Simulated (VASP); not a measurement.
The system is SrCo2.

```xyz
3
Lattice="-2.0370 2.0370 3.3408 2.0370 -2.0370 3.3408 2.0370 2.0370 -3.3408" Properties=species:S:1:pos:R:3 pbc="T T T"
Sr    0.0000    0.0000    0.0000
Co    0.0000    0.0000    3.9622
Co    0.0000    0.0000    2.7194
```

| Item | Value |
| --- | --- |
| Program | VASP 6.6.1 |
| Task | relaxation of cell and atoms |
| Functional | PBE |
| Potentials or basis | VASP PAW PBE potentials, release 64 (Sr_sv, Co) |
| Cutoff | 600 eV |
| k mesh | 6 × 6 × 6 |
| Occupations | gaussian, width 0.1 eV |
| Spin | collinear spin, ferromagnetic start |
| Starting moments | [0.0, 0.42, 0.42] μB |

At the start: pressure 39.7 GPa; volume 18.48 Å³/atom.

Problem. Where does the relaxation end?

Solution. Over 21 steps the energy falls by 3738.3 meV/atom and the volume is 22.63 Å³/atom (+22.4 %); space group I4/mmm (No. 139, to 0.1 Å) before and after; moment 3.45 μB per cell.

Step by step:
| step | energy change (eV) | largest force (eV/Å) | pressure (GPa) | volume (Å³) |
| --- | --- | --- | --- | --- |
| 1 | 0.0000 | 23.1720 | 39.67 | 55.45 |
| 2 | -9.0947 | 1.6697 | -6.59 | 96.47 |
| 3 | -9.2802 | 1.5469 | -6.67 | 94.22 |
| 4 | -9.4267 | 1.4550 | -6.83 | 92.31 |
| 5 | -10.2803 | 1.0013 | -4.98 | 73.32 |
| 6 | -10.5654 | 1.2812 | -0.08 | 64.15 |
| 7 | -10.5897 | 0.6998 | 5.82 | 59.74 |
| 8 | -10.5790 | 1.3470 | 0.92 | 63.03 |
| 9 | -10.6129 | 1.3645 | 2.78 | 61.38 |
| 10 | -10.6148 | 1.2115 | 3.82 | 60.75 |
| 11 | -10.6145 | 1.3262 | 3.08 | 61.18 |
| 12 | -11.0503 | 0.8746 | 0.21 | 64.31 |
| 13 | -11.1422 | 0.5429 | -1.49 | 66.65 |
| 14 | -11.1422 | 0.5608 | -1.54 | 66.50 |
| 15 | -11.1756 | 0.3725 | 0.09 | 64.75 |
| 16 | -11.1804 | 0.1443 | 1.61 | 63.20 |
| 17 | -11.1817 | 0.2259 | 1.18 | 63.69 |
| 18 | -11.1973 | 0.1303 | 1.01 | 64.55 |
| 19 | -11.2092 | 0.1484 | 1.11 | 66.20 |
| 20 | -11.2132 | 0.0573 | -0.51 | 68.83 |
| 21 | -11.2148 | 0.0138 | -0.04 | 67.88 |

Final structure:
```
Sr Co
1.0
    -2.02903    2.02903    4.12200
     2.02903   -2.02903    4.12200
     2.02903    2.02903   -4.12200
Sr Co
1 2
Direct
  0.00000 0.00000 0.00000
  0.63404 0.63404 0.00000
  0.36596 0.36596 0.00000
```

Caveat: the volume moved by over 15 % at a fixed basis, so the end points are rough.
